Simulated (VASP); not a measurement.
GaAs5:

```
Ga As
1.0
     6.13236    0.00000    0.00000
    -3.06618    5.31078    0.00000
     0.00000    0.00000    5.61939
Ga As
1 5
Direct
  0.00000 0.00000 0.50000
  0.00000 0.65754 0.00000
  0.33333 0.66667 0.50000
  0.65754 0.00000 0.00000
  0.66667 0.33333 0.50000
  0.34246 0.34246 0.00000
```

The cell was built from a structure type or drawn by symmetry, and may not be a known phase.

| Item | Value |
| --- | --- |
| Program | VASP 6.6.1 |
| Task | relaxation of cell and atoms |
| Functional | PBE |
| Potentials or basis | VASP PAW PBE potentials, release 64 (Ga_d, As_d) |
| Cutoff | 600 eV |
| k mesh | 3 × 3 × 4 |
| Occupations | gaussian, width 0.1 eV |
| Spin | no spin polarisation |

At the start: pressure -11.8 GPa; volume 30.50 Å³/atom.

Task: Where does the relaxation end?

Result: Over 19 steps the energy falls by 710.4 meV/atom and the volume is 20.30 Å³/atom (-33.5 %); space group P-62m (No. 189, to 0.1 Å) before and after.

Step by step:
| step | energy change (eV) | largest force (eV/Å) | pressure (GPa) | volume (Å³) |
| --- | --- | --- | --- | --- |
| 1 | 0.0000 | 0.3781 | -11.76 | 183.01 |
| 2 | -3.5005 | 0.0299 | -6.65 | 129.88 |
| 3 | -3.8392 | 0.1608 | -0.78 | 116.51 |
| 4 | -3.8422 | 0.1842 | 0.15 | 115.02 |
| 5 | -3.8540 | 0.1764 | 0.14 | 114.87 |
| 6 | -3.8839 | 0.1426 | 0.63 | 114.39 |
| 7 | -3.9834 | 0.3374 | 2.03 | 113.21 |
| 8 | -3.9910 | 0.3626 | 1.86 | 113.54 |
| 9 | -4.0089 | 0.4395 | 1.40 | 114.54 |
| 10 | -4.0245 | 0.5720 | 0.83 | 116.51 |
| 11 | -4.0457 | 0.6085 | 0.48 | 117.34 |
| 12 | -4.1064 | 0.6398 | -0.22 | 119.84 |
| 13 | -4.1790 | 0.2748 | -0.79 | 124.94 |
| 14 | -4.2136 | 0.1951 | -0.66 | 124.22 |
| 15 | -4.2598 | 0.0190 | -0.16 | 122.35 |
| 16 | -4.2620 | 0.0774 | 0.02 | 121.82 |
| 17 | -4.2620 | 0.0844 | 0.03 | 121.76 |
| 18 | -4.2625 | 0.0502 | -0.05 | 121.77 |
| 19 | -4.2627 | 0.0100 | -0.17 | 121.78 |

Final structure:
```yaml
crystal:
  lattice:
    - [5.13811, 0.00000, 0.00000]
    - [-2.56905, 4.44973, 0.00000]
    - [0.00000, 0.00000, 5.32659]
  atoms:
    - { symbol: Ga, position: [0.00000, 0.00000, 0.50000] }
    - { symbol: As, position: [0.00000, 0.71338, 0.00000] }
    - { symbol: As, position: [0.33333, 0.66667, 0.50000] }
    - { symbol: As, position: [0.71338, 0.00000, 0.00000] }
    - { symbol: As, position: [0.66667, 0.33333, 0.50000] }
    - { symbol: As, position: [0.28662, 0.28662, 0.00000] }
```

Caveat: the k points lie up to 0.47 Å⁻¹ apart in the final cell, too coarse for converged energies and pressures of a metal; the volume moved by over 15 % at a fixed basis, so the end points are rough.
